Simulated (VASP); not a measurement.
# Al (P6_3/mmc) in VASP: a series of runs

The runs below take Al through single point, with PBEsol.

Everything below comes from runs of VASP 6.6.1. Logs are shortened: lines on timing, memory, paths and dates and some standing lists are left out, and cuts for length are marked.

### 1 The cell of the first run

The structure is hexagonal, space group P6_3/mmc (No. 194). The conventional cell has a = 2.786 Å, b = 2.786 Å, c = 9.229 Å, α = 90.00°, β = 90.00°, γ = 120.00°. Within 3.7 Å of Al (site symmetry -3m) lie 12 Al at 2.79 to 2.81 Å. Within 3.7 Å of Al (site symmetry -6m2) lie 12 Al at 2.79 to 2.81 Å.

### 2 Single point, PBEsol

INCAR reads:

```
SYSTEM = Al
PREC     = Accurate       ! precision mode
ENCUT    = 520            ! plane-wave cutoff, eV
EDIFF    = 1E-7           ! SCF threshold, eV
ISMEAR   = 1              ! smearing method
SIGMA    = 0.1            ! smearing width, eV
LREAL    = .False.        ! projectors in reciprocal space
LASPH    = .True.         ! aspherical terms in the spheres
NELM     = 80             ! most SCF steps
ALGO     = Normal         ! electronic algorithm
ISIF     = 2              ! what is computed and relaxed
LWAVE    = .False.        ! write WAVECAR
LCHARG   = .False.        ! write CHGCAR
GGA      = PS             ! functional
NBANDS   = 14             ! bands
```

KPOINTS reads:

```
regular mesh
0
Gamma
  9 9 3
  0 0 0
```

POSCAR reads:

```
Al
1.0
    2.7862255585      0.0000000000      0.0000000000
   -1.3931127792      2.4129421143      0.0000000000
    0.0000000000      0.0000000000      9.2293143243
Al
4
Direct
    0.0000000000      0.0000000000      0.0000000000
    0.0000000000      0.0000000000      0.5000000000
    0.3333333333      0.6666666667      0.2500000000
    0.6666666667      0.3333333333      0.7500000000
```

Potentials or basis: VASP PAW PBE potentials, release 64 (Al).

Run with:

```
cat potpaw_PBE.64/Al/POTCAR > POTCAR
mpirun -np 1 vasp_std > vasp.out
```

OUTCAR:

```text
SYSTEM = Al
   PREC = Accurate
   ENCUT = 520
   EDIFF = 1E-7
   ISMEAR = 1
   LREAL = .False.
   LASPH = .True.
   NELM = 80
   ISIF = 2
   GGA = PS

 ion  position               nearest neighbor table
   1  0.000  0.000  0.000-   3 2.81   4 2.81   3 2.81   4 2.81   4 2.81   3 2.81
   2  0.000  0.000  0.500-   3 2.81   4 2.81   3 2.81   4 2.81   4 2.81   3 2.81
   3  0.333  0.667  0.250-   1 2.81   2 2.81   1 2.81   2 2.81   1 2.81   2 2.81
   4  0.667  0.333  0.750-   1 2.81   2 2.81   1 2.81   2 2.81   1 2.81   2 2.81

  LATTYP: Found a hexagonal cell.
 ALAT       =     2.7862255585
 C/A-ratio  =     3.3124792414

  Lattice vectors:

 A1 = (   2.7862255585,   0.0000000000,   0.0000000000)
 A2 = (  -1.3931127792,   2.4129421143,   0.0000000000)
 A3 = (   0.0000000000,   0.0000000000,   9.2293143243)

Analysis of symmetry for initial positions (statically):
=====================================================================
 Subroutine PRICEL returns:
 Original cell was already a primitive cell.

 Routine SETGRP: Setting up the symmetry group for a
 hexagonal supercell.

 Subroutine GETGRP returns: Found 24 space group operations
 (whereof 12 operations were pure point group operations)
 out of a pool of 24 trial point group operations.

The static configuration has the point symmetry D_3d.
 The point group associated with its full space group is D_6h.

Analysis of symmetry for dynamics (positions and initial velocities):
=====================================================================
 Subroutine PRICEL returns:
 Original cell was already a primitive cell.

 Routine SETGRP: Setting up the symmetry group for a
 hexagonal supercell.

 Subroutine GETGRP returns: Found 24 space group operations
 (whereof 12 operations were pure point group operations)
 out of a pool of 24 trial point group operations.

The dynamic configuration has the point symmetry D_3d.
 The point group associated with its full space group is D_6h.

 Subroutine INISYM returns: Found 24 space group operations
 (whereof 12 operations are pure point group operations),
 and found     1 'primitive' translations

----------------------------------------------------------------------------------------

                                     Primitive cell

  volume of cell :      62.0487

  direct lattice vectors                    reciprocal lattice vectors
     2.786225558  0.000000000  0.000000000     0.358908487  0.207215912  0.000000000
    -1.393112779  2.412942114  0.000000000     0.000000000  0.414431823  0.000000000
     0.000000000  0.000000000  9.229314324     0.000000000  0.000000000  0.108350411
[... 103 lines left out ...]
   EFERMI_NEDOS =   21; number of points for ismear=-14 and -15
   IALGO  =     38    algorithm
   IMIX   =      4    mixing-type and parameters
     AMIX     =   0.40;   BMIX     =  1.00
     AMIX_MAG =   1.60;   BMIX_MAG =  1.00
  volume/ion in A,a.u.               =      15.51       104.68
  Fermi-wavevector in a.u.,A,eV,Ry     =   0.946726  1.789053 12.194771  0.896290
  Thomas-Fermi vector in A             =   2.074751
   LORBIT       =      0    0 simple, 1 ext, 2 COOP (PROOUT), +10 PAW based schemes
   GGA     = PS    functional components
   LHFCALC =     F    Hartree Fock is set to
   AEXX    =    0.0000 exact exchange contribution
   IVDW    =     0    specifies the selected vdW correction
   LEPSILON=     F    determine dielectric tensor
   LRPA    =     F    only Hartree local field effects (RPA)
 non-spin polarized calculation
 Methfessel and Paxton  Order N= 1 SIGMA  =   0.10
  energy-cutoff  :      520.00
  volume of cell :       62.05
 maximum number of plane-waves:      1693
 NGX is ok and might be reduce to    24
   NGX = 11   NGY = 11   NGZ = 35

 number of electron      12.0000000 magnetization

 Free energy of the ion-electron system (eV)
  ---------------------------------------------------
  ext. energy  EPLUGINS =         0.00000000
  ---------------------------------------------------
  free energy    TOTEN  =       -16.27313751 eV

  energy without entropy =      -16.26885726  energy(sigma->0) =      -16.27171076

 E-fermi :   8.5256     XC(G=0): -10.4847

 val. band max:        8.5163700592   @ k =   0.3333   0.1111   0.0000
 cond. band min:       8.5304544431   @ k =   0.3333   0.2222   0.3333
 fundamental gap:      0.0140843838
 Fermi energy:         8.5256089242

 k-point     1 :       0.0000    0.0000    0.0000
  band No.  band energies     occupation
      1      -2.9568      2.00000
      2      -1.2356      2.00000
      3      -1.2263      2.00000
      4       3.6865      2.00000
      5       3.9675      2.00000
      6      11.8931      0.00000
      7      11.9045      0.00000
      8      19.9665      0.00000
      9      19.9665      0.00000
     10      20.0599      0.00000
     11      20.0599      0.00000
     12      20.9679      0.00000
     13      20.9752      0.00000
     14      21.0795      0.00000
[... 377 lines left out ...]
      1       5.3358      2.00000
      2       5.4222      2.00000
      3       5.4222      2.00000
      4       5.7840      2.00000
      5       5.9539      2.00000
      6       5.9539      2.00000
      7       8.0660      2.00000
      8       8.0660      2.00000
      9       8.5128      1.21490
     10       9.9374     -0.00000
     11      10.2081     -0.00000
     12      10.2081     -0.00000
     13      14.1435      0.00000
     14      14.1435      0.00000

------------------------ aborting loop because EDIFF is reached ----------------------------------------

  FORCE on cell =-STRESS in cart. coord.  units (eV):
  Direction    XX          YY          ZZ          XY          YZ          ZX
  --------------------------------------------------------------------------------------
  -------------------------------------------------------------------------------------
  Total        1.5824010      1.5824010      1.5713038      0.0000000      0.0000000      0.0000000
  in kB       40.8596388     40.8596388     40.5730937      0.0000000      0.0000000      0.0000000
  external PRESSURE =      40.7641238 kB  Pullay stress =       0.0000000 kB

 VOLUME and BASIS-vectors are now :
 -----------------------------------------------------------------------------
  energy-cutoff  :      520.00
  volume of cell :       62.05
      direct lattice vectors                 reciprocal lattice vectors
     2.786225558  0.000000000  0.000000000     0.358908487  0.207215912  0.000000000
    -1.393112779  2.412942114  0.000000000     0.000000000  0.414431823  0.000000000
     0.000000000  0.000000000  9.229314324     0.000000000  0.000000000  0.108350411

 POSITION                                       TOTAL-FORCE (eV/Angst)
 -----------------------------------------------------------------------------------
      0.00000      0.00000      0.00000         0.000000      0.000000     -0.000000
      0.00000      0.00000      4.61466         0.000000      0.000000     -0.000000
     -0.00000      1.60863      2.30733        -0.000000      0.000000     -0.000000
      1.39311      0.80431      6.92199         0.000000      0.000000      0.000000
 -----------------------------------------------------------------------------------
    total drift:                               -0.000000      0.000000      0.000000

  FREE ENERGIE OF THE ION-ELECTRON SYSTEM (eV)
  ---------------------------------------------------
  free  energy   TOTEN  =       -16.2731375104 eV

  energy  without entropy=      -16.2688572644  energy(sigma->0) =      -16.27171076
```

It took 47 s on 1 thread of AMD EPYC 7R13, shared host; peak memory 0.15 GiB.

What came out:

```yaml
Free_energy: -16.2731 eV
Pressure: 4.1 GPa
Band_gap_on_the_k_mesh: zero (band 6 reaches 12.46 eV, above the bottom of band 7 at 7.27 eV)
```

Caveat: the PAW data sets were made with another functional, which shifts forces and pressure a little.

### 3 Single point, PBEsol

This run uses another cell than the first one, of 16.22 Å³/atom, 1.045 times its volume.

INCAR reads:

```
ALGO = Normal
EDIFF = 1E-6
ENCUT = 520
GGA = PS
ISIF = 2
ISMEAR = 1
LASPH = T
LCHARG = F
LREAL = F
LWAVE = F
NBANDS = 14
NELM = 100
PREC = Accurate
SIGMA = 0.1
```

KPOINTS reads:

```
k-points
0
Gamma
  9 9 3
```

POSCAR reads:

```
Al
1.0
    2.8245049073      0.0000000000      0.0000000000
   -1.4122524536      2.4460930028      0.0000000000
    0.0000000000      0.0000000000      9.3884671845
Al
4
Direct
    0.0000000000      0.0000000000      0.0000000000
    0.0000000000      0.0000000000      0.5000000000
    0.3333333333      0.6666666667      0.2500000000
    0.6666666667      0.3333333333      0.7500000000
```

Potentials or basis: VASP PAW PBE potentials, release 64 (Al).

Run with:

```
cat potpaw_PBE.64/Al/POTCAR > POTCAR
mpirun -np 1 vasp_std > vasp.out
```

OUTCAR:

```text
EDIFF = 1E-6
   ENCUT = 520
   GGA = PS
   ISIF = 2
   ISMEAR = 1
   LASPH = T
   LREAL = F
   NELM = 100
   PREC = Accurate

 ion  position               nearest neighbor table
   1  0.000  0.000  0.000-   3 2.86   4 2.86   3 2.86   4 2.86   4 2.86   3 2.86
   2  0.000  0.000  0.500-   3 2.86   4 2.86   3 2.86   4 2.86   4 2.86   3 2.86
   3  0.333  0.667  0.250-   1 2.86   2 2.86   1 2.86   2 2.86   1 2.86   2 2.86
   4  0.667  0.333  0.750-   1 2.86   2 2.86   1 2.86   2 2.86   1 2.86   2 2.86

  LATTYP: Found a hexagonal cell.
 ALAT       =     2.8245049073
 C/A-ratio  =     3.3239337486

  Lattice vectors:

 A1 = (   2.8245049073,   0.0000000000,   0.0000000000)
 A2 = (  -1.4122524536,   2.4460930028,   0.0000000000)
 A3 = (   0.0000000000,   0.0000000000,   9.3884671845)

Analysis of symmetry for initial positions (statically):
=====================================================================
 Subroutine PRICEL returns:
 Original cell was already a primitive cell.
[... 189 lines left out ...]
      5       3.5148      2.00000
      6      11.2698      0.00000
      7      11.2792      0.00000
      8      19.1906      0.00000
      9      19.1906      0.00000
     10      19.3340      0.00000
     11      19.3340      0.00000
     12      20.2514      0.00000
     13      20.2664      0.00000
     14      20.2679      0.00000
[... 377 lines left out ...]
      1       4.9561      2.00000
      2       5.0717      2.00000
      3       5.0717      2.00000
      4       5.4056      2.00000
      5       5.5758      2.00000
      6       5.5758      2.00000
      7       7.6253      2.00000
      8       7.6253      2.00000
      9       7.9685      1.95384
     10       9.3846     -0.00000
     11       9.6617     -0.00000
     12       9.6617     -0.00000
     13      13.4817      0.00000
     14      13.4817      0.00000

------------------------ aborting loop because EDIFF is reached ----------------------------------------

  FORCE on cell =-STRESS in cart. coord.  units (eV):
  Direction    XX          YY          ZZ          XY          YZ          ZX
  --------------------------------------------------------------------------------------
  -------------------------------------------------------------------------------------
  Total        0.0383364      0.0383364      0.0523420      0.0000000      0.0000000      0.0000000
  in kB        0.9469165      0.9469165      1.2928582      0.0000000      0.0000000      0.0000000
  external PRESSURE =       1.0622304 kB  Pullay stress =       0.0000000 kB

 VOLUME and BASIS-vectors are now :
 -----------------------------------------------------------------------------
  energy-cutoff  :      520.00
  volume of cell :       64.86
      direct lattice vectors                 reciprocal lattice vectors
     2.824504907  0.000000000  0.000000000     0.354044349  0.204407600  0.000000000
    -1.412252454  2.446093003  0.000000000     0.000000000  0.408815200  0.000000000
     0.000000000  0.000000000  9.388467184     0.000000000  0.000000000  0.106513660

 POSITION                                       TOTAL-FORCE (eV/Angst)
 -----------------------------------------------------------------------------------
      0.00000      0.00000      0.00000         0.000000      0.000000      0.000000
      0.00000      0.00000      4.69423         0.000000      0.000000      0.000000
     -0.00000      1.63073      2.34712        -0.000000      0.000000     -0.000000
      1.41225      0.81536      7.04135         0.000000      0.000000     -0.000000
 -----------------------------------------------------------------------------------
    total drift:                               -0.000000      0.000000      0.000000

  FREE ENERGIE OF THE ION-ELECTRON SYSTEM (eV)
  ---------------------------------------------------
  free  energy   TOTEN  =       -16.3088514025 eV

  energy  without entropy=      -16.3060102567  energy(sigma->0) =      -16.30790435
```

OSZICAR:

```text
N       E                     dE             d eps       ncg     rms          rms(c)
DAV:   1     0.524947426586E+01    0.52495E+01   -0.41083E+03   672   0.655E+02
DAV:   2    -0.156765803213E+02   -0.20926E+02   -0.19486E+02   874   0.906E+01
DAV:   3    -0.164215533738E+02   -0.74497E+00   -0.72880E+00   924   0.137E+01
DAV:   4    -0.164266259077E+02   -0.50725E-02   -0.50688E-02   820   0.144E+00
DAV:   5    -0.164266816969E+02   -0.55789E-04   -0.55788E-04   922   0.157E-01    0.283E+00
DAV:   6    -0.163561771552E+02    0.70505E-01   -0.81593E-03   812   0.451E-01    0.161E+00
DAV:   7    -0.163095668798E+02    0.46610E-01   -0.18644E-02   792   0.656E-01    0.244E-01
DAV:   8    -0.163088566029E+02    0.71028E-03   -0.44554E-04   946   0.105E-01    0.273E-02
DAV:   9    -0.163088521817E+02    0.44212E-05   -0.61075E-06   884   0.135E-02    0.405E-03
DAV:  10    -0.163088514025E+02    0.77915E-06   -0.16044E-07   644   0.250E-03
   1 F= -.16308851E+02 E0= -.16307904E+02  d E =-.284115E-02
```

stdout:

```text
POSCAR found type information on POSCAR Al
 POSCAR found :  1 types and       4 ions
 scaLAPACK will be used
 -----------------------------------------------------------------------------
|                                                                             |
|                                                                             |
|     You enforced a specific xc type in the INCAR file but a different       |
|     I HOPE YOU KNOW WHAT YOU ARE DOING!                                     |
|                                                                             |
 -----------------------------------------------------------------------------

 LDA part: xc-table for (Slater+PW92), standard interpolation
 POSCAR, INCAR and KPOINTS ok, starting setup
 FFT: planning ... GRIDC
 FFT: planning ... GRID_SOFT
 FFT: planning ... GRID
 WAVECAR not read
 entering main loop
```

It took 38 s on 1 thread of AMD EPYC 7R13, shared host; peak memory 0.15 GiB.

What came out:

```
Free energy            : -16.3089 eV
Pressure               : 0.1 GPa
Band gap on the k mesh : zero (band 6 reaches 11.86 eV, above the bottom of band 7 at 6.83 eV)
```

Levels at points of the mesh, in eV from the Fermi level:
```csv
k point,band 2,band 3,band 4,band 5,band 6,band 7,band 8,band 9
"(0.00, 0.00, 0.00)",-9.50,-9.49,-4.67,-4.53,3.23,3.24,11.15,11.15
```

Caveat: the PAW data sets were made with another functional, which shifts forces and pressure a little.
